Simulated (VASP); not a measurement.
Runs of VASP 6.6.1 on Sn. The structure is that of space group I4/mmm (No. 139), or close to it. The cells are those of the table. 

```tsv
cell	further INCAR settings	gap on the mesh (eV)	pressure (GPa)
a = 3.197 Å, angles 107.3, 107.3, 113.9°, 1 atom	ALGO = Fast; EDIFF = 1e-06; NBANDS = 13	none	0.0
a = 3.156 Å, angles 112.9, 112.9, 102.7°, 1 atom	ALGO = Fast; EDIFF = 1e-07; NBANDS = 13	none	3.3
a = 3.287 Å, angles 106.3, 106.3, 115.9°, 1 atom	ALGO = Fast; EDIFF = 1e-06; NBANDS = 13	none	(b)
a = 3.240 Å, angles 111.7, 111.7, 105.1°, 1 atom	ALGO = Fast; EDIFF = 1e-06; NBANDS = 13	none	-2.4
a = 3.204 Å, angles 114.1, 114.1, 100.6°, 1 atom	ALGO = Fast; EDIFF = 1e-06; NBANDS = 13	none	(c)
a = 3.109 Å, angles 111.8, 111.8, 104.9°, 1 atom	ALGO = Fast; EDIFF = 1e-07; NBANDS = 13	none	6.5
a = 3.328 Å, angles 107.4, 107.4, 113.7°, 1 atom	ALGO = Fast; EDIFF = 1e-06; NBANDS = 13	none	-5.7
a = 3.287 Å, angles 112.8, 112.8, 103.0°, 1 atom	ALGO = Fast; EDIFF = 1e-06; NBANDS = 13	none	-4.1
a = 3.418 Å, angles 106.5, 106.5, 115.7°, 1 atom	ALGO = Fast; EDIFF = 1e-06; NBANDS = 13	none	-7.6
a = 3.371 Å, angles 111.6, 111.6, 105.3°, 1 atom	ALGO = Fast; EDIFF = 1e-07; NBANDS = 13	none	-7.0
a = 3.459 Å, angles 107.5, 107.5, 113.6°, 1 atom	ALGO = Fast; EDIFF = 1e-07; NBANDS = 13	none	(d)
a = 3.378 Å, angles 105.4, 105.4, 117.9°, 1 atom	ALGO = Fast; EDIFF = 1e-06; NBANDS = 13	none	(a)
```

Alike in all rows: task single point; level PBEsol+D3(BJ); potentials or basis VASP PAW PBE potentials, release 64 (Sn_d); no spin polarisation; k mesh 18 × 18 × 18; cutoff (eV) 520; smearing gaussian 0.15 eV.

Q: Fill in the values left out.

A: (a) -6.5; (b) -4.0; (c) 0.7; (d) -4.5.

Caveats: the PAW data sets were made with another functional, which shifts forces and pressure a little; spin-orbit coupling is left out, which moves the levels of the heavy elements; pairwise dispersion overbinds metals, which lowers pressure and volume.

A k mesh can miss the band edges, and the runs leave out spin-orbit coupling on Sn.

A gap of «none» marks levels without a gap at the run's occupations.
